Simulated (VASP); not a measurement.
# RbBr (Pm-3m) in VASP: a series of runs

RbBr is run at these levels: LDA; tasks: single point.

All numbers are computed with VASP 6.6.1; they aren't measurements. Logs are shortened: lines on timing, memory, paths and dates and some standing lists are left out, and cuts for length are marked.

## 1. The cell of the first run

The structure is cubic, space group Pm-3m (No. 221). Conventional cell: a = 4.098 Å, b = 4.098 Å, c = 4.098 Å, α = 90.00°, β = 90.00°, γ = 90.00°. Within 4.7 Å of Rb (site symmetry m-3m) lie 8 Br at 3.55 Å and 6 Rb at 4.10 Å. Br (site symmetry m-3m) has 8 Rb at 3.55 Å and 6 Br at 4.10 Å within 4.7 Å.

## 2. Single point, LDA

Input file INCAR:

```
SYSTEM = RbBr
  PREC = Accurate
  ENCUT = 500
  EDIFF = 1E-6
  ISMEAR = 0
  SIGMA = 0.01
  LREAL = .FALSE.
  LASPH = .TRUE.
  NELM = 120
  ALGO = Normal
  ISIF = 2
  LWAVE = .FALSE.
  LCHARG = .FALSE.
  NBANDS = 15
  GGA_COMPAT = .FALSE.
```

Input file KPOINTS:

```
Automatic mesh
0
G
  6 6 6
  0 0 0
```

Input file POSCAR:

```
RbBr
1.0
    4.0983843737      0.0000000000      0.0000000000
    0.0000000000      4.0983843737      0.0000000000
    0.0000000000      0.0000000000      4.0983843737
Rb Br
1 1
Direct
    0.0000000000      0.0000000000      0.0000000000
    0.5000000000      0.5000000000      0.5000000000
```

Potentials or basis: VASP PAW LDA potentials, release 64 (Rb_sv, Br).

Command:

```console
$ cat potpaw_LDA.64/Rb_sv/POTCAR potpaw_LDA.64/Br/POTCAR > POTCAR
$ mpirun -np 1 vasp_std > vasp.out
```

OUTCAR:

```text
SYSTEM = RbBr
   PREC = Accurate
   ENCUT = 500
   EDIFF = 1E-6
   ISMEAR = 0
   LREAL = .FALSE.
   LASPH = .TRUE.
   NELM = 120
   ISIF = 2

 ion  position               nearest neighbor table
   1  0.000  0.000  0.000-   2 3.55   2 3.55   2 3.55   2 3.55   2 3.55   2 3.55   2 3.55   2 3.55

   2  0.500  0.500  0.500-   1 3.55   1 3.55   1 3.55   1 3.55   1 3.55   1 3.55   1 3.55   1 3.55

  LATTYP: Found a simple cubic cell.
 ALAT       =     4.0983843737

  Lattice vectors:

 A1 = (   4.0983843737,   0.0000000000,   0.0000000000)
 A2 = (   0.0000000000,   4.0983843737,   0.0000000000)
 A3 = (   0.0000000000,   0.0000000000,   4.0983843737)

Analysis of symmetry for initial positions (statically):
=====================================================================
 Subroutine PRICEL returns:
 Original cell was already a primitive cell.

 Routine SETGRP: Setting up the symmetry group for a
 simple cubic supercell.

 Subroutine GETGRP returns: Found 48 space group operations
 (whereof 48 operations were pure point group operations)
 out of a pool of 48 trial point group operations.

The static configuration has the point symmetry O_h .

Analysis of symmetry for dynamics (positions and initial velocities):
=====================================================================
 Subroutine PRICEL returns:
 Original cell was already a primitive cell.

 Routine SETGRP: Setting up the symmetry group for a
 simple cubic supercell.

 Subroutine GETGRP returns: Found 48 space group operations
 (whereof 48 operations were pure point group operations)
 out of a pool of 48 trial point group operations.

The dynamic configuration has the point symmetry O_h .

 Subroutine INISYM returns: Found 48 space group operations
 (whereof 48 operations are pure point group operations),
 and found     1 'primitive' translations

----------------------------------------------------------------------------------------

                                     Primitive cell

  volume of cell :      68.8396

  direct lattice vectors                    reciprocal lattice vectors
     4.098384374  0.000000000  0.000000000     0.243998588  0.000000000  0.000000000
     0.000000000  4.098384374  0.000000000     0.000000000  0.243998588  0.000000000
     0.000000000  0.000000000  4.098384374     0.000000000  0.000000000  0.243998588

  length of vectors
     4.098384374  4.098384374  4.098384374     0.243998588  0.243998588  0.243998588

  position of ions in fractional coordinates (direct lattice)
     0.000000000  0.000000000  0.000000000
     0.500000000  0.500000000  0.500000000

  ion indices of the primitive-cell ions
   primitive index   ion index
                 1           1
                 2           2

----------------------------------------------------------------------------------------

 KPOINTS: Automatic mesh

Automatic generation of k-mesh.
 Grid dimensions read from file:
 generate k-points for:    6    6    6

 Generating k-lattice:

  Cartesian coordinates                     Fractional coordinates (reciprocal lattice)
     0.040666431  0.000000000  0.000000000     0.166666667  0.000000000  0.000000000
     0.000000000  0.040666431  0.000000000     0.000000000  0.166666667  0.000000000
     0.000000000  0.000000000  0.040666431     0.000000000  0.000000000  0.166666667

  Length of vectors
     0.040666431  0.040666431  0.040666431

  Shift w.r.t. Gamma in fractional coordinates (k-lattice)
     0.000000000  0.000000000  0.000000000

 Subroutine IBZKPT returns following result:
 ===========================================

 Found     20 irreducible k-points:

 Following reciprocal coordinates:
            Coordinates               Weight
  0.000000  0.000000  0.000000      1.000000
  0.166667  0.000000  0.000000      6.000000
  0.333333  0.000000  0.000000      6.000000
  0.500000  0.000000  0.000000      3.000000
  0.166667  0.166667  0.000000     12.000000
  0.333333  0.166667  0.000000     24.000000
[... 12 lines left out ...]
  0.500000  0.500000  0.333333      6.000000
  0.500000  0.500000  0.500000      1.000000
   k-points           NKPTS =     20   k-points in BZ     NKDIM =     20   number of bands    NBANDS=     15
   number of dos      NEDOS =    301   number of ions     NIONS =      2
   total plane-waves  NPLWV =  27000
   dimension x,y,z NGX =    30 NGY =   30 NGZ =   30
   dimension x,y,z NGXF=    60 NGYF=   60 NGZF=   60
   ions per type =               1   1
   NGX,Y,Z   is equivalent  to a cutoff of  12.17, 12.17, 12.17 a.u.
   NGXF,Y,Z  is equivalent  to a cutoff of  24.34, 24.34, 24.34 a.u.
 SYSTEM =  RbBr
   PREC   = accura    normal or accurate (medium, high low for compatibility)
   ISTART =      0    job   : 0-new  1-cont  2-samecut
   ICHARG =      2    charge: 1-file 2-atom 10-const
   ISPIN  =      1    spin polarized calculation?
   LNONCOLLINEAR =      F non collinear calculations
   LSORBIT =      F    spin-orbit coupling
   LASPH  =      T    aspherical Exc in radial PAW
   ENCUT  =  500.0 eV  36.75 Ry    6.06 a.u.   7.47  7.47  7.47*2*pi/ulx,y,z
   NELM   =    120;   NELMIN=  2; NELMDL= -5     # of ELM steps
   EDIFF  = 0.1E-05   stopping-criterion for ELM
   LREAL  =      F    real-space projection
   EDIFFG = 0.1E-04   stopping-criterion for IOM
   NSW    =      0    number of steps for IOM
   IBRION =     -1    ionic relax: 0-MD 1-quasi-New 2-CG
   NFREE  =      0    steps in history (QN), initial steepest desc. (CG)
   ISIF   =      2    stress and relaxation
   ISYM   =      2    0-nonsym 1-usesym 2-fastsym
   POTIM  = 0.5000    time-step for ionic-motion
   TEBEG  =    0.0;   TEEND  =   0.0 temperature during run
   PSTRESS=    0.0 pullay stress
   NELECT =      16.0000    total number of electrons
   NUPDOWN=      -1.0000    fix difference up-down
   EMIN   =  10.00;   EMAX   =-10.00  energy-range for DOS
   EFERMI =   0.00;   METHOD = LEGACY
   ISMEAR =     0;   SIGMA  =   0.01  broadening in eV -4-tet -1-fermi 0-gaus
   EFERMI_NEDOS =   21; number of points for ismear=-14 and -15
   IALGO  =     38    algorithm
   IMIX   =      4    mixing-type and parameters
     AMIX     =   0.40;   BMIX     =  1.00
     AMIX_MAG =   1.60;   BMIX_MAG =  1.00
  volume/ion in A,a.u.               =      34.42       232.28
  Fermi-wavevector in a.u.,A,eV,Ry     =   1.006550  1.902104 13.784654  1.013143
  Thomas-Fermi vector in A             =   2.139300
   LORBIT       =      0    0 simple, 1 ext, 2 COOP (PROOUT), +10 PAW based schemes
   GGA     = CA    functional components
   LHFCALC =     F    Hartree Fock is set to
   AEXX    =    0.0000 exact exchange contribution
   IVDW    =     0    specifies the selected vdW correction
   LEPSILON=     F    determine dielectric tensor
   LRPA    =     F    only Hartree local field effects (RPA)
 non-spin polarized calculation
 Gauss-broadening in eV      SIGMA  =   0.01
  energy-cutoff  :      500.00
  volume of cell :       68.84
 maximum number of plane-waves:      1775
 NGX is ok and might be reduce to    30
   NGX = 15   NGY = 15   NGZ = 15

 number of electron      16.0000002 magnetization

 Free energy of the ion-electron system (eV)
  ---------------------------------------------------
  ext. energy  EPLUGINS =         0.00000000
  ---------------------------------------------------
  free energy    TOTEN  =        -6.68445859 eV

  energy without entropy =       -6.68445859  energy(sigma->0) =       -6.68445859

 E-fermi :  -0.6737     XC(G=0):  -8.4885

 val. band max:       -0.7564377767   @ k =   0.5000   0.5000   0.0000
 cond. band min:       3.0004163663   @ k =   0.0000   0.0000   0.0000
 fundamental gap:      3.7568541431
 Fermi energy:        -0.6737084365

 k-point     1 :       0.0000    0.0000    0.0000
  band No.  band energies     occupation
      1     -25.6753      2.00000
      2     -13.4406      2.00000
      3      -9.7172      2.00000
      4      -9.7172      2.00000
      5      -9.7172      2.00000
      6      -0.9153      2.00000
      7      -0.9153      2.00000
      8      -0.9153      2.00000
      9       3.0004      0.00000
     10       4.5227      0.00000
     11       4.5227      0.00000
     12       9.1046      0.00000
     13       9.1046      0.00000
     14       9.1046      0.00000
     15      11.8693      0.00000

 k-point     2 :       0.1667    0.0000    0.0000
  band No.  band energies     occupation
      1     -25.6694      2.00000
      2     -13.4391      2.00000
      3      -9.7598      2.00000
      4      -9.7036      2.00000
      5      -9.7036      2.00000
      6      -1.4679      2.00000
      7      -0.9372      2.00000
      8      -0.9372      2.00000
      9       3.6953      0.00000
     10       4.7355      0.00000
     11       5.1537      0.00000
     12       8.9561      0.00000
     13       8.9561      0.00000
     14       9.2633      0.00000
     15      10.4974      0.00000

 k-point     3 :       0.3333    0.0000    0.0000
  band No.  band energies     occupation
      1     -25.6575      2.00000
      2     -13.4385      2.00000
      3      -9.8341      2.00000
      4      -9.6760      2.00000
      5      -9.6760      2.00000
      6      -2.2814      2.00000
      7      -0.9831      2.00000
      8      -0.9831      2.00000
      9       5.0665      0.00000
     10       5.3260      0.00000
     11       6.4020      0.00000
     12       8.6909      0.00000
     13       8.8711      0.00000
     14       8.8711      0.00000
     15       9.6577      0.00000
[... 271 lines left out ...]
 k-point    19 :       0.5000    0.5000    0.3333
  band No.  band energies     occupation
      1     -25.6143      2.00000
      2     -13.1513      2.00000
      3      -9.9961      2.00000
      4      -9.9961      2.00000
      5      -9.8875      2.00000
      6      -2.1109      2.00000
      7      -2.1109      2.00000
      8      -1.8999      2.00000
      9       6.1878      0.00000
     10       7.1055      0.00000
     11       7.1055      0.00000
     12       7.6509      0.00000
     13       8.9231      0.00000
     14       8.9231      0.00000
     15      11.3199      0.00000

 k-point    20 :       0.5000    0.5000    0.5000
  band No.  band energies     occupation
      1     -25.6092      2.00000
      2     -13.1219      2.00000
      3      -9.9708      2.00000
      4      -9.9708      2.00000
      5      -9.9708      2.00000
      6      -2.1951      2.00000
      7      -2.1951      2.00000
      8      -2.1951      2.00000
      9       7.2586      0.00000
     10       7.2586      0.00000
     11       7.2586      0.00000
     12       8.5125      0.00000
     13       8.5125      0.00000
     14       8.5125      0.00000
     15      11.5557      0.00000

------------------------ aborting loop because EDIFF is reached ----------------------------------------

  FORCE on cell =-STRESS in cart. coord.  units (eV):
  Direction    XX          YY          ZZ          XY          YZ          ZX
  --------------------------------------------------------------------------------------
  -------------------------------------------------------------------------------------
  Total       -0.7240792     -0.7240792     -0.7240792     -0.0000000     -0.0000000      0.0000000
  in kB      -16.8522772    -16.8522772    -16.8522772     -0.0000000     -0.0000000      0.0000000
  external PRESSURE =     -16.8522772 kB  Pullay stress =       0.0000000 kB

 VOLUME and BASIS-vectors are now :
 -----------------------------------------------------------------------------
  energy-cutoff  :      500.00
  volume of cell :       68.84
      direct lattice vectors                 reciprocal lattice vectors
     4.098384374  0.000000000  0.000000000     0.243998588  0.000000000  0.000000000
     0.000000000  4.098384374  0.000000000     0.000000000  0.243998588  0.000000000
     0.000000000  0.000000000  4.098384374     0.000000000  0.000000000  0.243998588

 POSITION                                       TOTAL-FORCE (eV/Angst)
 -----------------------------------------------------------------------------------
      0.00000      0.00000      0.00000         0.000000      0.000000      0.000000
      2.04919      2.04919      2.04919         0.000000      0.000000      0.000000
 -----------------------------------------------------------------------------------
    total drift:                                0.000000      0.000000     -0.000000

  FREE ENERGIE OF THE ION-ELECTRON SYSTEM (eV)
  ---------------------------------------------------
  free  energy   TOTEN  =        -6.6844585916 eV

  energy  without entropy=       -6.6844585916  energy(sigma->0) =       -6.68445859
```

It took 10 s on 1 thread of Intel Xeon Platinum 8488C (Sapphire Rapids), shared host; peak memory 0.15 GiB.

What came out:

```
Free energy            : -6.6845 eV
Pressure               : -1.7 GPa
Band gap on the k mesh : 3.76 eV (least direct gap 3.92 eV)
```

A k mesh can miss the band edges.

## 3. Single point, LDA

This run uses another cell than the first one, of 35.12 Å³/atom.

Input file INCAR:

```
PREC = Accurate
ENCUT = 500
EDIFF = 1E-6
ISMEAR = 0
SIGMA = 0.01
LREAL = F
LASPH = T
NELM = 120
ALGO = Normal
ISIF = 2
LWAVE = F
LCHARG = F
GGA = CA
NBANDS = 15
GGA_COMPAT = F
```

Input file KPOINTS:

```
Automatic mesh
0
Gamma
  6 6 6
```

Input file POSCAR:

```
RbBr
1.0
    4.1260770000      0.0000000000      0.0000000000
    0.0000000000      4.1260770000      0.0000000000
    0.0000000000      0.0000000000      4.1260770000
Rb Br
1 1
Direct
    0.0000000000      0.0000000000      0.0000000000
    0.5000000000      0.5000000000      0.5000000000
```

Potentials or basis: VASP PAW LDA potentials, release 64 (Rb_sv, Br).

Command:

```console
$ cat potpaw_LDA.64/Rb_sv/POTCAR potpaw_LDA.64/Br/POTCAR > POTCAR
$ mpirun -np 1 vasp_std > vasp.out
```

It took 14 s on 1 thread of Intel Xeon Platinum 8488C (Sapphire Rapids), shared host; peak memory 0.15 GiB.

Results (log left out):

| Quantity | Value |
| --- | --- |
| Free energy | -6.6686 eV |
| Pressure | -1.9 GPa |
| Band gap on the k mesh | 3.69 eV (least direct gap 3.85 eV) |

Levels at points of the mesh, in eV from the valence-band top:
| k point | band 5 | band 6 | band 7 | band 8 | band 9 | band 10 | band 11 | band 12 |
| --- | --- | --- | --- | --- | --- | --- | --- | --- |
| (0.00, 0.00, 0.00) | -8.99 | -0.16 | -0.16 | -0.16 | 3.69 | 5.30 | 5.30 | 9.81 |
| (0.50, 0.00, 0.00) | -8.94 | -1.80 | -0.24 | -0.24 | 6.60 | 6.78 | 7.34 | 8.49 |
| (0.50, 0.50, 0.00) | -8.90 | -1.08 | -1.08 | 0.00 | 4.99 | 5.95 | 7.77 | 7.77 |
| (0.50, 0.50, 0.50) | -9.23 | -1.39 | -1.39 | -1.39 | 7.94 | 7.94 | 7.94 | 9.17 |

## 4. Single point, LDA

This run uses another cell than the first one, of 35.82 Å³/atom.

Input file INCAR:

```
PREC     = Accurate       # precision mode
ENCUT    = 500            # plane-wave cutoff, eV
EDIFF    = 1E-6           # SCF threshold, eV
ISMEAR   = 0              # smearing method
SIGMA    = 0.01           # smearing width, eV
LREAL    = F              # projectors in reciprocal space
LASPH    = T              # aspherical terms in the spheres
NELM     = 120            # most SCF steps
ALGO     = Normal         # electronic algorithm
ISIF     = 2              # what is computed and relaxed
LWAVE    = F              # write WAVECAR
LCHARG   = F              # write CHGCAR
NBANDS   = 15             # bands
GGA_COMPAT= F
```

KPOINTS is that of step 3.

Input file POSCAR:

```
RbBr
1.0
    4.1534028096      0.0000000000      0.0000000000
    0.0000000000      4.1534028096      0.0000000000
    0.0000000000      0.0000000000      4.1534028096
Rb Br
1 1
Direct
    0.0000000000      0.0000000000      0.0000000000
    0.5000000000      0.5000000000      0.5000000000
```

Command:

```console
$ cat potpaw_LDA.64/Rb_sv/POTCAR potpaw_LDA.64/Br/POTCAR > POTCAR
$ mpirun -np 1 vasp_std > vasp.out
```

Wall time 14 s (1 thread of Intel Xeon Platinum 8488C (Sapphire Rapids), shared host); peak memory 0.15 GiB.

The run converged. Its results:

- Free energy: -6.6507 eV
- Pressure: -2.2 GPa
- Band gap on the k mesh: 3.62 eV (least direct gap 3.78 eV)

Levels at points of the mesh, in eV from the valence-band top:
| k point | band 5 | band 6 | band 7 | band 8 | band 9 | band 10 | band 11 | band 12 |
| --- | --- | --- | --- | --- | --- | --- | --- | --- |
| (0.00, 0.00, 0.00) | -9.02 | -0.16 | -0.16 | -0.16 | 3.62 | 5.33 | 5.33 | 9.75 |
| (0.50, 0.00, 0.00) | -8.97 | -1.75 | -0.23 | -0.23 | 6.60 | 6.68 | 7.23 | 8.48 |
| (0.50, 0.50, 0.00) | -8.94 | -1.06 | -1.06 | 0.00 | 4.98 | 5.93 | 7.76 | 7.76 |
| (0.50, 0.50, 0.50) | -9.25 | -1.34 | -1.34 | -1.34 | 7.87 | 7.87 | 7.87 | 9.07 |

## 5. The runs side by side

| cell | gap on the mesh (eV) | pressure (GPa) |
| --- | --- | --- |
| a = 4.098 Å, 2 atoms | 3.76 | -1.7 |
| a = 4.126 Å, 2 atoms | 3.69 | -1.9 |
| a = 4.153 Å, 2 atoms | 3.62 | -2.2 |

Alike in all rows: task single point; level LDA; potentials or basis VASP PAW LDA potentials, release 64 (Rb_sv, Br); no spin polarisation; k mesh 6 × 6 × 6; cutoff (eV) 500; smearing gaussian 0.01 eV.

Total energies depend on the potentials used, so only differences within one code and one set of settings carry meaning.
